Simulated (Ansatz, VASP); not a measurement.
## GeAu: VASP beside Ansatz

```
CELL_PARAMETERS angstrom
3.31724 0.00000 0.00000
0.00000 3.31724 0.00000
0.00000 0.00000 3.31724
ATOMIC_POSITIONS crystal
Au 0.00000 0.00000 0.00000
Ge 0.50000 0.50000 0.50000
```

Alike in both runs: task single point; functional PBEsol; k mesh 10 × 10 × 10; occupations gaussian, width 0.05 eV; no spin polarisation.

|  | VASP | Ansatz |
| --- | --- | --- |
| version | VASP 6.6.1 | Ansatz 0.2.0 |
| potentials or method | VASP PAW PBE potentials, release 64 (Au, Ge_d), cutoff 520 eV | scalar-relativistic, plane waves, PAW |
| valence electrons in the cell | 25 | 33 |

|  | VASP | Ansatz | Ansatz less VASP |
| --- | --- | --- | --- |
| pressure (GPa) | -2.1 | -2.1 | +0.08 |

VASP's potentials were made for PBE, not for PBEsol. VASP's potentials hold 25 valence electrons a cell and Ansatz's 33, so a difference there can come from the potentials and not from the codes.

Spin-orbit coupling is off throughout.
